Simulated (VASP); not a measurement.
## La: single point with PBEsol

Crystal: La.

```
CELL_PARAMETERS angstrom
-2.05060 2.05060 2.05060
2.05060 -2.05060 2.05060
2.05060 2.05060 -2.05060
ATOMIC_POSITIONS crystal
La 0.00000 0.00000 0.00000
```

* Program: VASP 6.6.1
* Task: single point
* Functional: PBEsol
* Potentials or basis: VASP PAW PBE potentials, release 64 (La)
* Cutoff: 520 eV
* k mesh: 9 × 9 × 9
* Occupations: fermi-dirac, width 0.05 eV
* Spin: no spin polarisation
* Dipole correction: no
* Further INCAR settings: ALGO = Normal; EDIFF = 1e-07; NBANDS = 12

```json
{
  "Pressure": "0.0 GPa"
}
```

Levels at points of the mesh, in eV from the Fermi level:
```tsv
k point	band 2	band 3	band 4	band 5	band 6	band 7	band 8	band 9	band 10	band 11
(0.00, 0.00, 0.00)	-15.49	-15.49	-15.49	-3.15	1.57	1.57	1.57	1.67	1.67	1.67
```

It took 13 s on 1 thread of Intel(R) Xeon(R) Platinum 8488C (Sapphire Rapids), with other jobs on the host, peak memory 0.17 GiB.

Caveat: the PAW data sets were made with another functional, which shifts forces and pressure a little; spin-orbit coupling is left out, which moves the levels of the heavy elements.
